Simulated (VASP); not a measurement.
# Cu in VASP: further runs

Cu is run at these levels: PBEsol; tasks: single point.

Program: VASP 6.6.1. These are calculated values, not measurements. Logs are shortened: lines on timing, memory, paths and dates and some standing lists are left out, and cuts for length are marked.

## 1. The cell of the first run

Symmetry: R-3m, No. 166, trigonal system. Conventional cell: a = 2.518 Å, b = 2.518 Å, c = 6.449 Å, α = 90.00°, β = 90.00°, γ = 120.00°. Cu (site symmetry -3m) has 12 Cu at 2.52 to 2.60 Å within 3.3 Å.

## 2. Single point, PBEsol (equal xy, yz and zx shear strains of +3 %)

INCAR reads:

```
SYSTEM = Cu
ALGO = Normal
EDIFF = 1E-6
ENCUT = 520
GGA = PS
ISIF = 2
ISMEAR = -1
LASPH = .TRUE.
LCHARG = .TRUE.
LELF = .TRUE.
LREAL = .FALSE.
LVHAR = .TRUE.
LWAVE = .FALSE.
NBANDS = 12
NELM = 100
PREC = Accurate
SIGMA = 0.08
```

KPOINTS reads:

```
k-points
0
G
  19 19 19
  0 0 0
```

POSCAR reads:

```
Cu
1.0
    0.0542250000      1.8346125000      1.8346125000
    1.8346125000      0.0542250000      1.8346125000
    1.8346125000      1.8346125000      0.0542250000
Cu
1
Direct
    0.0000000000      0.0000000000      0.0000000000
```

Potentials or basis: VASP PAW PBE potentials, release 64 (Cu).

Launch:

```
$ cat potpaw_PBE.64/Cu/POTCAR > POTCAR
$ mpirun -np 1 vasp_std > vasp.out
```

OUTCAR:

```text
SYSTEM = Cu
   EDIFF = 1E-6
   ENCUT = 520
   GGA = PS
   ISIF = 2
   ISMEAR = -1
   LASPH = .TRUE.
   LREAL = .FALSE.
   NELM = 100
   PREC = Accurate

 ion  position               nearest neighbor table
   1  0.000  0.000  0.000-

  LATTYP: Found a trigonal (rhomboedric) cell.
 ALAT       =     2.5951004607
 COS(alpha) =     0.5293254421

  Lattice vectors:

 A1 = (   0.0542250000,   1.8346125000,   1.8346125000)
 A2 = (   1.8346125000,   0.0542250000,   1.8346125000)
 A3 = (   1.8346125000,   1.8346125000,   0.0542250000)

Analysis of symmetry for initial positions (statically):
=====================================================================
 Subroutine PRICEL returns:
 Original cell was already a primitive cell.

 Routine SETGRP: Setting up the symmetry group for a
 trigonal (rhombohedral) supercell.

 Subroutine GETGRP returns: Found 12 space group operations
 (whereof 12 operations were pure point group operations)
 out of a pool of 12 trial point group operations.

The static configuration has the point symmetry D_3d.

Analysis of symmetry for dynamics (positions and initial velocities):
=====================================================================
 Subroutine PRICEL returns:
 Original cell was already a primitive cell.

 Routine SETGRP: Setting up the symmetry group for a
 trigonal (rhombohedral) supercell.

 Subroutine GETGRP returns: Found 12 space group operations
 (whereof 12 operations were pure point group operations)
 out of a pool of 12 trial point group operations.

The dynamic configuration has the point symmetry D_3d.

 Subroutine INISYM returns: Found 12 space group operations
 (whereof 12 operations are pure point group operations),
 and found     1 'primitive' translations

----------------------------------------------------------------------------------------

                                     Primitive cell

  volume of cell :      11.8025

  direct lattice vectors                    reciprocal lattice vectors
     0.054225000  1.834612500  1.834612500    -0.284927609  0.276747869  0.276747869
     1.834612500  0.054225000  1.834612500     0.276747869 -0.284927609  0.276747869
     1.834612500  1.834612500  0.054225000     0.276747869  0.276747869 -0.284927609

  length of vectors
     2.595100461  2.595100461  2.595100461     0.484110017  0.484110017  0.484110017

  position of ions in fractional coordinates (direct lattice)
     0.000000000  0.000000000  0.000000000

  ion indices of the primitive-cell ions
   primitive index   ion index
                 1           1

----------------------------------------------------------------------------------------

 KPOINTS: k-points

Automatic generation of k-mesh.
 Grid dimensions read from file:
 generate k-points for:   19   19   19

 Generating k-lattice:

  Cartesian coordinates                     Fractional coordinates (reciprocal lattice)
    -0.014996190  0.014565677  0.014565677     0.052631579  0.000000000  0.000000000
     0.014565677 -0.014996190  0.014565677     0.000000000  0.052631579  0.000000000
     0.014565677  0.014565677 -0.014996190     0.000000000  0.000000000  0.052631579

  Length of vectors
     0.025479475  0.025479475  0.025479475

  Shift w.r.t. Gamma in fractional coordinates (k-lattice)
     0.000000000  0.000000000  0.000000000

 Subroutine IBZKPT returns following result:
 ===========================================

 Found    670 irreducible k-points:

 Following reciprocal coordinates:
            Coordinates               Weight
  0.000000  0.000000  0.000000      1.000000
  0.052632  0.000000 -0.000000      6.000000
  0.105263  0.000000 -0.000000      6.000000
  0.157895  0.000000 -0.000000      6.000000
  0.210526 -0.000000 -0.000000      6.000000
  0.263158  0.000000 -0.000000      6.000000
[... 16 lines left out ...]
 -0.315789  0.052632  0.000000     12.000000
 -0.263158  0.052632  0.000000     12.000000
 [... further k-points ...]
   k-points           NKPTS =    670   k-points in BZ     NKDIM =    670   number of bands    NBANDS=     12
   number of dos      NEDOS =    301   number of ions     NIONS =      1
   total plane-waves  NPLWV =   8000
   dimension x,y,z NGX =    20 NGY =   20 NGZ =   20
   dimension x,y,z NGXF=    40 NGYF=   40 NGZF=   40
   ions per type =               1
   NGX,Y,Z   is equivalent  to a cutoff of  12.81, 12.81, 12.81 a.u.
   NGXF,Y,Z  is equivalent  to a cutoff of  25.62, 25.62, 25.62 a.u.
 SYSTEM =  Cu
   PREC   = accura    normal or accurate (medium, high low for compatibility)
   ISTART =      0    job   : 0-new  1-cont  2-samecut
   ICHARG =      2    charge: 1-file 2-atom 10-const
   ISPIN  =      1    spin polarized calculation?
   LNONCOLLINEAR =      F non collinear calculations
   LSORBIT =      F    spin-orbit coupling
   LASPH  =      T    aspherical Exc in radial PAW
   ENCUT  =  520.0 eV  38.22 Ry    6.18 a.u.   4.83  4.83  4.83*2*pi/ulx,y,z
   NELM   =    100;   NELMIN=  2; NELMDL= -5     # of ELM steps
   EDIFF  = 0.1E-05   stopping-criterion for ELM
   LREAL  =      F    real-space projection
   EDIFFG = 0.1E-04   stopping-criterion for IOM
   NSW    =      0    number of steps for IOM
   IBRION =     -1    ionic relax: 0-MD 1-quasi-New 2-CG
   NFREE  =      0    steps in history (QN), initial steepest desc. (CG)
   ISIF   =      2    stress and relaxation
   ISYM   =      2    0-nonsym 1-usesym 2-fastsym
   POTIM  = 0.5000    time-step for ionic-motion
   TEBEG  =    0.0;   TEEND  =   0.0 temperature during run
   PSTRESS=    0.0 pullay stress
   NELECT =      11.0000    total number of electrons
   NUPDOWN=      -1.0000    fix difference up-down
   EMIN   =  10.00;   EMAX   =-10.00  energy-range for DOS
   EFERMI =   0.00;   METHOD = LEGACY
   ISMEAR =    -1;   SIGMA  =   0.08  broadening in eV -4-tet -1-fermi 0-gaus
   EFERMI_NEDOS =   21; number of points for ismear=-14 and -15
   IALGO  =     38    algorithm
   IMIX   =      4    mixing-type and parameters
     AMIX     =   0.40;   BMIX     =  1.00
     AMIX_MAG =   1.60;   BMIX_MAG =  1.00
  volume/ion in A,a.u.               =      11.80        79.65
  Fermi-wavevector in a.u.,A,eV,Ry     =   1.599119  3.021897 34.792580  2.557182
  Thomas-Fermi vector in A             =   2.696462
   LORBIT       =      0    0 simple, 1 ext, 2 COOP (PROOUT), +10 PAW based schemes
   GGA     = PS    functional components
   LHFCALC =     F    Hartree Fock is set to
   AEXX    =    0.0000 exact exchange contribution
   IVDW    =     0    specifies the selected vdW correction
   LEPSILON=     F    determine dielectric tensor
   LRPA    =     F    only Hartree local field effects (RPA)
 non-spin polarized calculation
  energy-cutoff  :      520.00
  volume of cell :       11.80
 maximum number of plane-waves:       329
   NGX =  9   NGY =  9   NGZ =  9

 number of electron      11.0000005 magnetization

 Free energy of the ion-electron system (eV)
  ---------------------------------------------------
  ext. energy  EPLUGINS =         0.00000000
  ---------------------------------------------------
  free energy    TOTEN  =        -4.29545744 eV

  energy without entropy =       -4.28873309  energy(sigma->0) =       -4.29209527

 E-fermi :   7.4235     XC(G=0): -12.9107

 val. band max:        7.4098596627   @ k =  -0.2632  -0.4211   0.0526
 cond. band min:       7.4435094559   @ k =   0.4737   0.3684   0.0526
 fundamental gap:      0.0336497933
 Fermi energy:         7.4234605899

 k-point     1 :       0.0000    0.0000    0.0000
  band No.  band energies     occupation
      1      -1.9852      2.00000
      2       4.2209      2.00000
      3       4.4360      2.00000
      4       4.4360      2.00000
      5       5.2224      2.00000
      6       5.2224      2.00000
      7      29.4336      0.00000
      8      31.7606      0.00000
      9      33.3728      0.00000
     10      33.3728      0.00000
     11      33.7561      0.00000
     12      35.7253      0.00000

 k-point     2 :       0.0526    0.0000   -0.0000
  band No.  band energies     occupation
      1      -1.8818      2.00000
      2       4.2384      2.00000
      3       4.4149      2.00000
      4       4.4609      2.00000
      5       5.2119      2.00000
      6       5.2123      2.00000
      7      29.2413      0.00000
      8      30.8464      0.00000
      9      32.1833      0.00000
     10      32.9681      0.00000
     11      34.2948      0.00000
     12      36.2703      0.00000

 k-point     3 :       0.1053    0.0000   -0.0000
  band No.  band energies     occupation
      1      -1.5749      2.00000
      2       4.2741      2.00000
      3       4.3674      2.00000
      4       4.5290      2.00000
      5       5.1871      2.00000
      6       5.1879      2.00000
      7      27.6632      0.00000
      8      29.5991      0.00000
      9      31.5543      0.00000
     10      32.2395      0.00000
     11      35.1535      0.00000
     12      37.3584      0.00000
[... 286 lines left out ...]
 k-point    23 :      -0.3158    0.0526    0.0000
  band No.  band energies     occupation
      1       1.5304      2.00000
      2       4.2910      2.00000
      3       4.3781      2.00000
      4       4.5860      2.00000
      5       5.3794      2.00000
      6       5.7126      2.00000
      7      16.3512      0.00000
      8      27.3411      0.00000
      9      29.0984      0.00000
     10      30.8761      0.00000
     11      32.5918      0.00000
     12      34.7335      0.00000

 k-point    24 :      -0.2632    0.0526    0.0000
  band No.  band energies     occupation
      1       0.7567      2.00000
      2       4.1194      2.00000
      3       4.4188      2.00000
      4       4.6485      2.00000
      5       5.2211      2.00000
      6       5.5094      2.00000
      7      18.7676      0.00000
      8      27.5632      0.00000
      9      29.5940      0.00000
     10      31.5501      0.00000
     11      33.4461      0.00000
     12      34.9760      0.00000

 [... further k-points ...]
[... 5 lines left out ...]
  --------------------------------------------------------------------------------------
  -------------------------------------------------------------------------------------
  Total       -0.3959564     -0.3959564     -0.3959564     -0.1674294     -0.1674294     -0.1674294
  in kB      -53.7505995    -53.7505995    -53.7505995    -22.7283417    -22.7283417    -22.7283417
  external PRESSURE =     -53.7505995 kB  Pullay stress =       0.0000000 kB

 VOLUME and BASIS-vectors are now :
 -----------------------------------------------------------------------------
  energy-cutoff  :      520.00
  volume of cell :       11.80
      direct lattice vectors                 reciprocal lattice vectors
     0.054225000  1.834612500  1.834612500    -0.284927609  0.276747869  0.276747869
     1.834612500  0.054225000  1.834612500     0.276747869 -0.284927609  0.276747869
     1.834612500  1.834612500  0.054225000     0.276747869  0.276747869 -0.284927609

 POSITION                                       TOTAL-FORCE (eV/Angst)
 -----------------------------------------------------------------------------------
      0.00000      0.00000      0.00000         0.000000     -0.000000      0.000000
 -----------------------------------------------------------------------------------
    total drift:                                0.000000     -0.000000      0.000000

  FREE ENERGIE OF THE ION-ELECTRON SYSTEM (eV)
  ---------------------------------------------------
  free  energy   TOTEN  =        -4.2954574429 eV

  energy  without entropy=       -4.2887330887  energy(sigma->0) =       -4.29209527
```

Run time: 38 s. Hardware: 1 thread of Intel Xeon 6975P-C (Granite Rapids), shared host; peak memory 0.2 GiB.

What came out:

```yaml
Free_energy: -4.2955 eV
Pressure: -5.4 GPa
```

Stress tensor (GPa, compression positive):
```
-5.38 -2.27 -2.27
-2.27 -5.38 -2.27
-2.27 -2.27 -5.38
```

Caveat: the cell differs from its parent crystal (equal xy, yz and zx shear strains of +3 %); the PAW data sets were made with another functional, which shifts forces and pressure a little.

## 3. Single point, PBEsol (equal xx and yy strain of -2 %)

INCAR reads:

```
SYSTEM = Cu
PREC = Accurate ; ENCUT = 520
EDIFF = 1E-6 ; ISMEAR = -1
SIGMA = 0.08 ; LREAL = .FALSE.
LASPH = .TRUE. ; NELM = 100
ALGO = Normal ; ISIF = 2
LWAVE = .FALSE. ; LCHARG = .TRUE.
GGA = PS ; LELF = .TRUE.
LVHAR = .TRUE. ; NBANDS = 12
```

KPOINTS reads:

```
Automatic mesh
0
G
  19 19 19
  0 0 0
```

POSCAR reads:

```
Cu
1.0
    0.0000000000      1.7713500000      1.8075000000
    1.7713500000      0.0000000000      1.8075000000
    1.7713500000      1.7713500000      0.0000000000
Cu
1
Direct
    0.0000000000      0.0000000000      0.0000000000
```

Potentials or basis: VASP PAW PBE potentials, release 64 (Cu).

Launch:

```
$ cat potpaw_PBE.64/Cu/POTCAR > POTCAR
$ mpirun -np 1 vasp_std > vasp.out
```

It took 96 s on 1 thread of AMD EPYC 7R43 (Zen 3), shared host; peak memory 0.15 GiB.

Results (log left out):

| Item | Value |
| --- | --- |
| Free energy | -4.3102 eV |
| Pressure | 0.3 GPa |

Stress tensor (GPa, compression positive):
```
 0.67  0.00  0.00
 0.00  0.67  0.00
 0.00  0.00 -0.54
```

Levels at points of the mesh, in eV from the Fermi level:
```
           k point  band 3  band 4  band 5  band 6  band 7  band 8  band 9  band 10
(0.00, 0.00, 0.00)   -3.16   -3.16   -2.37   -2.26   22.88   25.73   25.83    25.83
```

Caveat: the cell differs from its parent crystal (equal xx and yy strain of -2 %); the PAW data sets were made with another functional, which shifts forces and pressure a little.

## 4. Single point, PBEsol (equal xx and yy strain of +1 %)

INCAR reads:

```
ALGO = Normal ; EDIFF = 1E-6
ENCUT = 520 ; GGA = PS
ISIF = 2 ; ISMEAR = -1
LASPH = T ; LCHARG = F
LREAL = F ; LWAVE = F
NBANDS = 12 ; NELM = 60
PREC = Accurate ; SIGMA = 0.08
```

KPOINTS reads:

```
k-points
0
Gamma
  19 19 19
```

POSCAR reads:

```
Cu
1.0
    0.0000000000      1.8255750000      1.8075000000
    1.8255750000      0.0000000000      1.8075000000
    1.8255750000      1.8255750000      0.0000000000
Cu
1
Direct
    0.0000000000      0.0000000000      0.0000000000
```

Launch:

```
$ cat potpaw_PBE.64/Cu/POTCAR > POTCAR
$ mpirun -np 1 vasp_std > vasp.out
```

Run time: 91 s. Hardware: 1 thread of AMD EPYC 7R43 (Zen 3), shared host; peak memory 0.15 GiB.

Results (log left out):

```
Free energy : -4.2919 eV
Pressure    : -8.4 GPa
```

Stress tensor (GPa, compression positive):
```
-8.51  0.00  0.00
 0.00 -8.51  0.00
 0.00  0.00 -8.14
```

Levels at points of the mesh, in eV from the Fermi level:
```tsv
k point	band 2	band 3	band 4	band 5	band 6	band 7	band 8	band 9	band 10	band 11
(0.00, 0.00, 0.00)	-3.01	-3.01	-2.97	-2.22	-2.17	22.40	24.85	24.85	24.88	27.30
```

Caveat: the cell differs from its parent crystal (equal xx and yy strain of +1 %); the PAW data sets were made with another functional, which shifts forces and pressure a little.

## 5. Single point, PBEsol (equal xx and yy strain of +3 %)

INCAR reads:

```
SYSTEM = Cu
PREC = Accurate
ENCUT = 520
EDIFF = 1E-7
ISMEAR = -1
SIGMA = 0.08
LREAL = .False.
LASPH = .True.
NELM = 100
ALGO = Normal
ISIF = 2
LWAVE = .False.
LCHARG = .True.
GGA = PS
LELF = .True.
LVHAR = .True.
NBANDS = 12
```

KPOINTS reads:

```
Automatic mesh
0
Gamma
  19 19 19
  0 0 0
```

POSCAR reads:

```
Cu
1.0
    0.0000000000      1.8617250000      1.8075000000
    1.8617250000      0.0000000000      1.8075000000
    1.8617250000      1.8617250000      0.0000000000
Cu
1
Direct
    0.0000000000      0.0000000000      0.0000000000
```

Launch:

```
$ cat potpaw_PBE.64/Cu/POTCAR > POTCAR
$ mpirun -np 1 vasp_std > vasp.out
```

Wall time 93 s (1 thread of AMD EPYC 7R43 (Zen 3), shared host); peak memory 0.15 GiB.

Results (log left out):

| Property | Result |
| --- | --- |
| Free energy | -4.2596 eV |
| Pressure | -12.6 GPa |

Stress tensor (GPa, compression positive):
```
-12.95   0.00   0.00
  0.00 -12.95   0.00
  0.00   0.00 -11.99
```

Levels at points of the mesh, in eV from the Fermi level:
```
           k point  band 3  band 4  band 5  band 6  band 7  band 8  band 9  band 10
(0.00, 0.00, 0.00)   -2.91   -2.78   -2.18   -2.05   22.11   24.24   24.24    24.31
```

Caveat: the cell differs from its parent crystal (equal xx and yy strain of +3 %); the PAW data sets were made with another functional, which shifts forces and pressure a little.

## 6. Single point, PBEsol (zz strain of -3 %)

INCAR reads:

```
PREC = Accurate
ENCUT = 520
EDIFF = 1E-6
ISMEAR = -1
SIGMA = 0.08
LREAL = False
LASPH = True
NELM = 60
ALGO = Normal
ISIF = 2
LWAVE = False
LCHARG = False
GGA = PS
NBANDS = 12
```

KPOINTS reads:

```
regular mesh
0
Gamma
  19 19 19
```

POSCAR reads:

```
Cu
1.0
    0.0000000000      1.8075000000      1.7532750000
    1.8075000000      0.0000000000      1.7532750000
    1.8075000000      1.8075000000      0.0000000000
Cu
1
Direct
    0.0000000000      0.0000000000      0.0000000000
```

Potentials or basis: VASP PAW PBE potentials, release 64 (Cu).

Launch:

```
$ cat potpaw_PBE.64/Cu/POTCAR > POTCAR
$ mpirun -np 1 vasp_std > vasp.out
```

Run time: 41 s. Hardware: 1 thread of Intel Xeon Platinum 8488C (Sapphire Rapids), shared host; peak memory 0.18 GiB.

Results (log left out):

```
Free energy : -4.3094 eV
Pressure    : -1.3 GPa
```

Stress tensor (GPa, compression positive):
```
-1.78  0.00  0.00
 0.00 -1.78  0.00
 0.00  0.00 -0.44
```

Levels at points of the mesh, in eV from the Fermi level:
| k point | band 4 | band 5 | band 6 | band 7 | band 8 | band 9 |
| --- | --- | --- | --- | --- | --- | --- |
| (0.00, 0.00, 0.00) | -3.06 | -2.37 | -2.21 | 22.81 | 25.60 | 25.60 |

Caveat: the cell differs from its parent crystal (zz strain of -3 %); the PAW data sets were made with another functional, which shifts forces and pressure a little.

## 7. Overview

```tsv
cell	gap on the mesh (eV)	pressure (GPa)
a = 2.595 Å, angles 58.0°, 1 atom	none	-5.4
a = 2.531, b = 2.531, c = 2.505 Å, angles 60.3, 60.3, 59.3°, 1 atom	none	0.3
a = 2.569, b = 2.569, c = 2.582 Å, angles 59.8, 59.8, 60.3°, 1 atom	none	-8.4
a = 2.595, b = 2.595, c = 2.633 Å, angles 59.5, 59.5, 61.0°, 1 atom	none	-12.6
a = 2.518, b = 2.518, c = 2.556 Å, angles 59.5, 59.5, 61.0°, 1 atom	none	-1.3
```

Alike in all rows: task single point; level PBEsol; potentials or basis VASP PAW PBE potentials, release 64 (Cu); no spin polarisation; k mesh 19 × 19 × 19; cutoff (eV) 520; smearing fermi-dirac 0.08 eV.

Caveats: the PAW data sets were made with another functional, which shifts forces and pressure a little.

Total energies depend on the potentials used, so only differences within one code and one set of settings carry meaning.
